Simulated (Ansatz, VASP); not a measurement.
## One calculation of B, two programs

```
B
1.0
     1.70984    0.00000    0.00000
    -0.85492    1.48077    0.00000
     0.00000    0.00000    7.16854
B
2
Direct
  0.33333 0.66667 0.25000
  0.66667 0.33333 0.75000
```

Alike in both runs: functional PBEsol; k mesh 17 × 17 × 9; occupations fermi-dirac, width 0.1 eV; no spin polarisation.

Ansatz relaxed the structure, and its values are those at the end. VASP's run is a single point on that final structure, the one shown.

|  | VASP | Ansatz |
| --- | --- | --- |
| version | VASP 6.6.1 | Ansatz 0.2.0 |
| potentials or method | VASP PAW PBE potentials, release 64 (B), cutoff 520 eV | plane waves (420 eV) with PAW, scalar-relativistic |
| valence electrons in the cell | 6 | 6 |

Ansatz gave:

```
pressure (GPa) : 0.0
```

Estimate VASP's values.

pressure (GPa): 0.2.

VASP's potentials were made for PBE, not for PBEsol, and Ansatz warns of the same on its side.
